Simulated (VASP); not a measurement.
AlGa3N4, 8 atoms in the cell. It takes space group Pm (No. 6, monoclinic). Conventional cell: a = 5.142 Å, b = 3.165 Å, c = 5.478 Å, α = 90.00°, β = 90.04°, γ = 90.00°. Within 2.5 Å of Al (site symmetry m) lie 4 N at 1.89 to 1.90 Å. Within 2.6 Å of Ga (site symmetry m) lie 4 N at 1.94 to 1.95 Å. Ga (site symmetry m) has 4 N at 1.94 to 1.96 Å within 2.6 Å. Within 2.6 Å of Ga (site symmetry m) lie 4 N at 1.95 to 1.96 Å. N (site symmetry m) has 1 Al at 1.89 Å and 3 Ga at 1.95 Å within 2.5 Å. N (site symmetry m) has 2 Al at 1.90 Å and 2 Ga at 1.96 Å within 2.5 Å. N (site symmetry m) has 4 Ga at 1.94 to 1.95 Å within 2.6 Å. Within 2.5 Å of N (site symmetry m) lie 1 Al at 1.90 Å and 3 Ga at 1.94 Å. 

- Program: VASP 6.6.1
- Task: single point
- Functional: PBEsol
- Potentials or basis: VASP PAW PBE potentials, release 64 (Al, Ga_d, N)
- Cutoff: 520 eV
- k mesh: 6 × 8 × 6
- Occupations: gaussian, width 0.05 eV
- Spin: no spin polarisation
- Dipole correction: no
- Further INCAR settings: ALGO = Normal; EDIFF = 1e-06; NBANDS = 41

Potentials or basis: VASP PAW PBE potentials, release 64 (Al, Ga_d, N).

Launch:

```sh
$ cat potpaw_PBE.64/Al/POTCAR potpaw_PBE.64/Ga_d/POTCAR potpaw_PBE.64/N/POTCAR > POTCAR
$ mpirun -np 1 vasp_std > vasp.out
```

Hardware: 1 thread of Oxide Virtual Turin-like Processor, with other jobs on the host.

**Question.** How long does it take, and how much memory?

**Answer.** Wall time 7.1 min on 1 thread of Oxide Virtual Turin-like Processor (shared host), peak memory 0.36 GiB. Counts: scf iterations 14, k points 100.
